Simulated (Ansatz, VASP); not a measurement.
**MnSi in VASP and in Ansatz**

```
CELL_PARAMETERS angstrom
4.51748 0.00000 0.00000
0.00000 4.51748 0.00000
0.00000 0.00000 4.51748
ATOMIC_POSITIONS crystal
Mn 0.13615 0.13615 0.13615
Mn 0.36385 0.86385 0.63615
Mn 0.63615 0.36385 0.86385
Mn 0.86385 0.63615 0.36385
Si 0.84496 0.84496 0.84496
Si 0.65504 0.15504 0.34496
Si 0.34496 0.65504 0.15504
Si 0.15504 0.34496 0.65504
```

Alike in both runs: functional PBEsol; k mesh 7 × 7 × 7; occupations fermi-dirac, width 0.05 eV; collinear spin.

Ansatz relaxed the structure, and its values are those at the end. VASP's run is a single point on that final structure, the one shown.

|  | VASP | Ansatz |
| --- | --- | --- |
| version | VASP 6.6.1 | Ansatz 0.2.0 |
| potentials or method | VASP PAW PBE potentials, release 64 (Mn_pv, Si) | plane-wave PAW, scalar-relativistic |
| plane-wave cutoff (eV) | 520 | 420 |
| valence electrons in the cell | 68 | 76 |

```csv
,VASP,Ansatz,Ansatz less VASP
pressure (GPa),-6.2,-6.4,-0.21
rms of the force components (eV/Å),0.007,0.000,-0.0072
net moment per atom (μB),0.48,0.48,0.000
size of the moment on the site where the two differ most (μB),1.01,0.96,-0.049
```

VASP's potentials were made for PBE, not for PBEsol. Site moments also hang on the region over which each program counts them. With one functional, cell and mesh, what is left measures potentials, basis and numerics. VASP's potentials hold 68 valence electrons a cell and Ansatz's 76, so a difference there can come from the potentials and not from the codes. Ansatz's warnings: stress scf threshold loose.
